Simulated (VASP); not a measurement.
# VMo2S6 (P-3m1) in VASP: a series of runs

VMo2S6 is run at these levels: PBE; tasks: single point.

Everything below comes from runs of VASP 6.6.1. Logs are shortened: lines on timing, memory, paths and dates and some standing lists are left out, and cuts for length are marked.

## 1. The cell of the first run

The structure is trigonal, space group P-3m1 (No. 164). The conventional cell has a = 3.196 Å, b = 3.196 Å, c = 20.523 Å, α = 90.00°, β = 90.00°, γ = 120.00°. V (site symmetry -3m) has 6 S at 2.36 Å and 6 V at 3.20 Å within 3.2 Å. Mo (site symmetry 3m) has 6 S at 2.43 Å and 6 Mo at 3.20 Å within 3.2 Å. Within 3.2 Å of S (site symmetry 3m) lie 3 V at 2.36 Å and 6 S at 3.20 Å. Within 3.2 Å of S (site symmetry 3m) lie 3 Mo at 2.43 Å and 6 S at 3.20 Å. S (site symmetry 3m) has 3 Mo at 2.43 Å and 6 S at 3.20 Å within 3.2 Å.

## 2. Single point, PBE, collinear spin, ferromagnetic start

File INCAR:

```
SYSTEM = VMo2S6
ALGO = Normal
EDIFF = 1E-6
ENCUT = 520
GGA = PE
ISIF = 2
ISMEAR = 0
ISPIN = 2
LASPH = .True.
LCHARG = .False.
LMAXMIX = 4
LORBIT = 11
LREAL = .False.
LWAVE = .False.
MAGMOM = 2 1 1 0 0 0 0 0 0
NBANDS = 52
NELM = 150
PREC = Accurate
SIGMA = 0.1
```

File KPOINTS:

```
k-points
0
Gamma
  6 6 1
  0 0 0
```

File POSCAR:

```
VMo2S6
1.0
    3.1964022842      0.0000000000      0.0000000000
   -1.5982011421      2.7681655788      0.0000000000
    0.0000000000      0.0000000000     20.5233818216
V Mo S
1 2 6
Direct
    0.0000000000      0.0000000000      0.0000000000
    0.0000000000      0.0000000000      0.6727997804
    0.0000000000      0.0000000000      0.3272002196
    0.6666666667      0.3333333333      0.9285976561
    0.6666666667      0.3333333333      0.2501954994
    0.6666666667      0.3333333333      0.5957594827
    0.3333333333      0.6666666667      0.7498045006
    0.3333333333      0.6666666667      0.0714023439
    0.3333333333      0.6666666667      0.4042405173
```

Potentials or basis: VASP PAW PBE potentials, release 64 (V_sv, Mo_sv, S).

Run with:

```console
$ cat potpaw_PBE.64/V_sv/POTCAR potpaw_PBE.64/Mo_sv/POTCAR potpaw_PBE.64/S/POTCAR > POTCAR
$ mpirun -np 1 vasp_std > vasp.out
```

OUTCAR:

```text
SYSTEM = VMo2S6
   EDIFF = 1E-6
   ENCUT = 520
   GGA = PE
   ISIF = 2
   ISMEAR = 0
   ISPIN = 2
   LASPH = .True.
   LORBIT = 11
   LREAL = .False.
   NELM = 150
   PREC = Accurate

 ion  position               nearest neighbor table
   1  0.000  0.000  0.000-   4 2.36   8 2.36   8 2.36   4 2.36   4 2.36   8 2.36
   2  0.000  0.000  0.673-   7 2.43   7 2.43   7 2.43   6 2.43   6 2.43   6 2.43
   3  0.000  0.000  0.327-   5 2.43   5 2.43   5 2.43   9 2.43   9 2.43   9 2.43
   4  0.667  0.333  0.929-   1 2.36   1 2.36   1 2.36
   5  0.667  0.333  0.250-   3 2.43   3 2.43   3 2.43
   6  0.667  0.333  0.596-   2 2.43   2 2.43   2 2.43
   7  0.333  0.667  0.750-   2 2.43   2 2.43   2 2.43
   8  0.333  0.667  0.071-   1 2.36   1 2.36   1 2.36
   9  0.333  0.667  0.404-   3 2.43   3 2.43   3 2.43

  LATTYP: Found a hexagonal cell.
 ALAT       =     3.1964022842
 C/A-ratio  =     6.4207756086

  Lattice vectors:

 A1 = (   3.1964022842,   0.0000000000,   0.0000000000)
 A2 = (  -1.5982011421,   2.7681655788,   0.0000000000)
 A3 = (   0.0000000000,   0.0000000000,  20.5233818216)

Analysis of symmetry for initial positions (statically):
=====================================================================
 Subroutine PRICEL returns:
 Original cell was already a primitive cell.

 Routine SETGRP: Setting up the symmetry group for a
 hexagonal supercell.

 Subroutine GETGRP returns: Found 12 space group operations
 (whereof 12 operations were pure point group operations)
 out of a pool of 24 trial point group operations.

The static configuration has the point symmetry D_3d.

Analysis of symmetry for dynamics (positions and initial velocities):
=====================================================================
 Subroutine PRICEL returns:
 Original cell was already a primitive cell.

 Routine SETGRP: Setting up the symmetry group for a
 hexagonal supercell.

 Subroutine GETGRP returns: Found 12 space group operations
 (whereof 12 operations were pure point group operations)
 out of a pool of 24 trial point group operations.

The dynamic configuration has the point symmetry D_3d.

Analysis of structural, dynamic, and magnetic symmetry:
=====================================================================
 Subroutine PRICEL returns:
 Original cell was already a primitive cell.

 Routine SETGRP: Setting up the symmetry group for a
 hexagonal supercell.

 Subroutine GETGRP returns: Found 12 space group operations
 (whereof 12 operations were pure point group operations)
 out of a pool of 24 trial point group operations.

The overall configuration has the point symmetry D_3d.

 Subroutine INISYM returns: Found 12 space group operations
 (whereof 12 operations are pure point group operations),
 and found     1 'primitive' translations

----------------------------------------------------------------------------------------

                                     Primitive cell

  volume of cell :     181.5944

  direct lattice vectors                    reciprocal lattice vectors
     3.196402284  0.000000000  0.000000000     0.312851735  0.180625033  0.000000000
    -1.598201142  2.768165579  0.000000000     0.000000000  0.361250067  0.000000000
     0.000000000  0.000000000 20.523381822     0.000000000  0.000000000  0.048724913

  length of vectors
     3.196402284  3.196402284 20.523381822     0.361250067  0.361250067  0.048724913

  position of ions in fractional coordinates (direct lattice)
     0.000000000  0.000000000  0.000000000
     0.000000000  0.000000000  0.672799780
     0.000000000  0.000000000  0.327200220
     0.666666667  0.333333333  0.928597656
     0.666666667  0.333333333  0.250195499
     0.666666667  0.333333333  0.595759483
     0.333333333  0.666666667  0.749804501
     0.333333333  0.666666667  0.071402344
     0.333333333  0.666666667  0.404240517

  ion indices of the primitive-cell ions
   primitive index   ion index
                 1           1
                 2           2
                 3           3
[... 44 lines left out ...]
   total plane-waves  NPLWV =  92160
   dimension x,y,z NGX =    24 NGY =   24 NGZ =  160
   dimension x,y,z NGXF=    48 NGYF=   48 NGZF=  320
   ions per type =               1   2   6
   NGX,Y,Z   is equivalent  to a cutoff of  12.48, 12.48, 12.96 a.u.
   NGXF,Y,Z  is equivalent  to a cutoff of  24.96, 24.96, 25.92 a.u.
 SYSTEM =  VMo2S6
   PREC   = accura    normal or accurate (medium, high low for compatibility)
   ISTART =      0    job   : 0-new  1-cont  2-samecut
   ICHARG =      2    charge: 1-file 2-atom 10-const
   ISPIN  =      2    spin polarized calculation?
   LNONCOLLINEAR =      F non collinear calculations
   LSORBIT =      F    spin-orbit coupling
   LASPH  =      T    aspherical Exc in radial PAW
   ENCUT  =  520.0 eV  38.22 Ry    6.18 a.u.   5.94  5.94 38.16*2*pi/ulx,y,z
   NELM   =    150;   NELMIN=  2; NELMDL= -5     # of ELM steps
   EDIFF  = 0.1E-05   stopping-criterion for ELM
   LREAL  =      F    real-space projection
   EDIFFG = 0.1E-04   stopping-criterion for IOM
   NSW    =      0    number of steps for IOM
   IBRION =     -1    ionic relax: 0-MD 1-quasi-New 2-CG
   NFREE  =      0    steps in history (QN), initial steepest desc. (CG)
   ISIF   =      2    stress and relaxation
   ISYM   =      2    0-nonsym 1-usesym 2-fastsym
   POTIM  = 0.5000    time-step for ionic-motion
   TEBEG  =    0.0;   TEEND  =   0.0 temperature during run
   PSTRESS=    0.0 pullay stress
   NELECT =      77.0000    total number of electrons
   NUPDOWN=      -1.0000    fix difference up-down
   EMIN   =  10.00;   EMAX   =-10.00  energy-range for DOS
   EFERMI =   0.00;   METHOD = LEGACY
   ISMEAR =     0;   SIGMA  =   0.10  broadening in eV -4-tet -1-fermi 0-gaus
   EFERMI_NEDOS =   21; number of points for ismear=-14 and -15
   IALGO  =     38    algorithm
   IMIX   =      4    mixing-type and parameters
     AMIX     =   0.40;   BMIX     =  1.00
     AMIX_MAG =   1.60;   BMIX_MAG =  1.00
  volume/ion in A,a.u.               =      20.18       136.16
  Fermi-wavevector in a.u.,A,eV,Ry     =   1.229903  2.324180 20.581014  1.512662
  Thomas-Fermi vector in A             =   2.364772
   LORBIT       =     11    0 simple, 1 ext, 2 COOP (PROOUT), +10 PAW based schemes
   GGA     = PE    functional components
   LHFCALC =     F    Hartree Fock is set to
   AEXX    =    0.0000 exact exchange contribution
   IVDW    =     0    specifies the selected vdW correction
   LEPSILON=     F    determine dielectric tensor
   LRPA    =     F    only Hartree local field effects (RPA)
 spin polarized calculation
 Gauss-broadening in eV      SIGMA  =   0.10
  energy-cutoff  :      520.00
  volume of cell :      181.59
 maximum number of plane-waves:      4904
 NGX is ok and might be reduce to    24
   NGX = 11   NGY = 11   NGZ = 77

 number of electron      77.0000012 magnetization       0.6212890

 Free energy of the ion-electron system (eV)
  ---------------------------------------------------
  ext. energy  EPLUGINS =         0.00000000
  ---------------------------------------------------
  free energy    TOTEN  =       -61.95934312 eV

  energy without entropy =      -61.94634666  energy(sigma->0) =      -61.95284489

 E-fermi :   5.6309     XC(G=0):  -9.8416

 val. band max:        5.6199469152   @ k =   0.0000   0.0000   0.0000
 cond. band min:       5.7806313346   @ k =   0.1667   0.1667   0.0000
 fundamental gap:      0.1606844194
 Fermi energy:         5.6309190146

 spin component 1

 k-point     1 :       0.0000    0.0000    0.0000
  band No.  band energies     occupation
      1     -59.4891      1.00000
      2     -56.0699      1.00000
      3     -56.0699      1.00000
      4     -33.3031      1.00000
      5     -33.3031      1.00000
      6     -33.2618      1.00000
[... 360 lines left out ...]
     49       8.9085      0.00000
     50       9.0454      0.00000
 Fermi energy:         5.6309190146

 spin component 2

 k-point     1 :       0.0000    0.0000    0.0000
  band No.  band energies     occupation
      1     -58.8672      1.00000
      2     -56.0689      1.00000
      3     -56.0689      1.00000
      4     -32.7123      1.00000
      5     -32.7123      1.00000
      6     -32.5958      1.00000
[... 360 lines left out ...]
     49       8.9220      0.00000
     50       9.0481      0.00000
 [bands above 50 left out]

------------------------ aborting loop because EDIFF is reached ----------------------------------------

  FORCE on cell =-STRESS in cart. coord.  units (eV):
  Direction    XX          YY          ZZ          XY          YZ          ZX
  --------------------------------------------------------------------------------------
  -------------------------------------------------------------------------------------
  Total       -0.1596897     -0.1596897     -0.1959444      0.0000000      0.0000000      0.0000000
  in kB       -1.4089158     -1.4089158     -1.7287855      0.0000000      0.0000000      0.0000000
  external PRESSURE =      -1.5155390 kB  Pullay stress =       0.0000000 kB

 VOLUME and BASIS-vectors are now :
 -----------------------------------------------------------------------------
  energy-cutoff  :      520.00
  volume of cell :      181.59
      direct lattice vectors                 reciprocal lattice vectors
     3.196402284  0.000000000  0.000000000     0.312851735  0.180625033  0.000000000
    -1.598201142  2.768165579  0.000000000     0.000000000  0.361250067  0.000000000
     0.000000000  0.000000000 20.523381822     0.000000000  0.000000000  0.048724913

 POSITION                                       TOTAL-FORCE (eV/Angst)
 -----------------------------------------------------------------------------------
      0.00000      0.00000      0.00000        -0.000000     -0.000000      0.000000
      0.00000      0.00000     13.80813         0.000000     -0.000000     -0.000778
      0.00000      0.00000      6.71526        -0.000000      0.000000      0.000778
      1.59820      0.92272     19.05796         0.000000      0.000000     -0.011592
      1.59820      0.92272      5.13486         0.000000      0.000000      0.045918
      1.59820      0.92272     12.22700         0.000000      0.000000      0.042513
     -0.00000      1.84544     15.38852        -0.000000     -0.000000     -0.045918
     -0.00000      1.84544      1.46542        -0.000000     -0.000000      0.011592
     -0.00000      1.84544      8.29638        -0.000000     -0.000000     -0.042513
 -----------------------------------------------------------------------------------
    total drift:                                0.000000      0.000000      0.000000

  FREE ENERGIE OF THE ION-ELECTRON SYSTEM (eV)
  ---------------------------------------------------
  free  energy   TOTEN  =       -61.9593431176 eV

  energy  without entropy=      -61.9463466565  energy(sigma->0) =      -61.95284489

 total charge

# of ion       s       p       d       tot
------------------------------------------
    1        2.254   6.251   3.025  11.530
    2        2.288   6.211   3.873  12.372
    3        2.288   6.211   3.873  12.372
    4        1.366   2.332   0.000   3.697
    5        1.366   2.319   0.000   3.685
    6        1.365   2.321   0.000   3.686
    7        1.366   2.319   0.000   3.685
    8        1.366   2.332   0.000   3.697
    9        1.365   2.321   0.000   3.686
--------------------------------------------------
tot         15.025  32.616  10.772  58.412

 magnetization (x)

# of ion       s       p       d       tot
------------------------------------------
    1        0.008   0.006   0.603   0.617
    2        0.000   0.000   0.001   0.002
    3        0.000   0.000   0.001   0.002
    4       -0.001  -0.030   0.000  -0.031
    5        0.000   0.000   0.000   0.001
    6        0.000   0.000   0.000   0.000
    7        0.000   0.000   0.000   0.001
    8       -0.001  -0.030   0.000  -0.031
    9        0.000   0.000   0.000   0.000
--------------------------------------------------
tot          0.007  -0.052   0.606   0.561
```

It took 100 s on 1 thread of Intel Xeon 6975P-C (Granite Rapids), shared host; peak memory 0.42 GiB.

What came out:

| Property | Result |
| --- | --- |
| Free energy | -61.9593 eV |
| Pressure | -0.2 GPa |
| Largest force | 0.046 eV/Å |
| Net moment | 0.62 μB per cell |
| Site moments | V +0.62; Mo +0.00; S -0.03, +0.00 (each value once) μB |
| Valence electrons inside the program's atomic spheres | V 11.53; Mo 12.37; S 3.70, 3.69 (each value once) |

Forces on the atoms (eV/Å):
```
V    0.000  0.000  0.000
Mo   0.000  0.000 -0.001
Mo   0.000  0.000  0.001
S    0.000  0.000 -0.012
S    0.000  0.000  0.046
S    0.000  0.000  0.043
S    0.000  0.000 -0.046
S    0.000  0.000  0.012
S    0.000  0.000 -0.043
```

Levels at points of the mesh, in eV from the Fermi level:
Spin up:
```tsv
k point	band 37	band 38	band 39	band 40	band 41	band 42
(0.00, 0.00, 0.00)	-0.46	-0.46	-0.10	-0.10	-0.09	-0.09
(0.50, 0.00, 0.00)	-1.45	-1.30	-1.01	0.59	1.13	1.16
```
Spin down:
| k point | band 34 | band 35 | band 36 | band 37 | band 38 | band 39 | band 40 | band 41 | band 42 | band 43 |
| --- | --- | --- | --- | --- | --- | --- | --- | --- | --- | --- |
| (0.00, 0.00, 0.00) | -0.78 | -0.78 | -0.51 | -0.10 | -0.10 | -0.09 | -0.09 | 0.18 | 0.18 | 0.32 |
| (0.50, 0.00, 0.00) | -1.93 | -1.89 | -1.47 | -1.45 | -1.32 | -0.50 | 1.16 | 1.16 | 1.24 | 1.81 |

Caveat: the k points lie up to 0.38 Å⁻¹ apart; this functional lacks dispersion, which binds layers or chains, so the pressure and a relaxed spacing across them are unreliable.

(Continued in part 2 of 2.)
